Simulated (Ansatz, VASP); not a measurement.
## Ni in VASP and in Ansatz

POSCAR

```
Ni
1.0
    0.0000000000      1.7217650339      1.7217650339
    1.7217650339      0.0000000000      1.7217650339
    1.7217650339      1.7217650339      0.0000000000
Ni
1
Direct
    0.0000000000      0.0000000000      0.0000000000
```

INCAR.step1

```
PREC = Accurate ; ENCUT = 520
ISMEAR = 0 ; SIGMA = 0.1
LREAL = False ; LASPH = True
NELM = 150 ; ISPIN = 2
MAGMOM = 0.9 ; LMAXMIX = 4
NBANDS = 15 ; GGA = PE
ALGO = Normal ; EDIFF = 1E-4
LWAVE = True ; LCHARG = False
```

INCAR.step2

```
PREC = Accurate ; ENCUT = 520
EDIFF = 1E-7 ; ISMEAR = 0
SIGMA = 0.1 ; LREAL = False
LASPH = True ; NELM = 150
ALGO = Normal ; ISIF = 2
LWAVE = False ; LCHARG = False
ISPIN = 2 ; MAGMOM = 0.9
LORBIT = 11 ; LMAXMIX = 4
METAGGA = R2SCAN ; LMIXTAU = True
NBANDS = 15 ; ISTART = 1
```

The input KPOINTS:

```
Automatic mesh
0
Gamma
  20 20 20
```

Input for Ansatz:

```yaml
crystal:
  lattice:
    - [0.0, 1.7217650339, 1.7217650339]
    - [1.7217650339, 0.0, 1.7217650339]
    - [1.7217650339, 1.7217650339, 0.0]
  atoms:
    - { symbol: Ni, position: [0.0, 0.0, 0.0], spin: 0.9 }
basis:
  ecutwfc: 500
kpoints:
  mp_grid: { grid: [20, 20, 20] }
hamiltonian:
  xc: r2scan
scf:
  occupations: { method: gaussian, width: 0.1 }
output:
  forces: true
  stress: true
  eigenvalues: true
  populations: true
magnetization:
  spin_polarized: true
```

Alike in both runs: task single point; functional r2SCAN; k mesh 20 × 20 × 20; occupations gaussian, width 0.1 eV; collinear spin.

|  | VASP | Ansatz |
| --- | --- | --- |
| version | VASP 6.6.1 | Ansatz 0.2.0 |
| potentials or method | VASP PAW PBE potentials, release 64 (Ni), cutoff 520 eV | scalar-relativistic, plane waves, PAW |
| valence electrons in the cell | 10 | 18 |

|  | VASP | Ansatz | Ansatz less VASP |
| --- | --- | --- | --- |
| gap on the k mesh at the Fermi level (eV) | none | none | - |
| pressure (GPa) | 7.2 | 7.1 | -0.12 |
| net moment per atom (μB) | 0.70 | 0.73 | +0.029 |
| size of the moment on the site where the two differ most (μB) | 0.71 | 0.79 | +0.079 |

VASP's potentials were made for PBE, not for r2SCAN. Site moments also hang on the region over which each program counts them. A gap of «none» marks a metal or a gap that the smearing closes. VASP's potentials hold 10 valence electrons a cell and Ansatz's 18, so a difference there can come from the potentials and not from the codes. Ansatz's warnings: stability check not made.
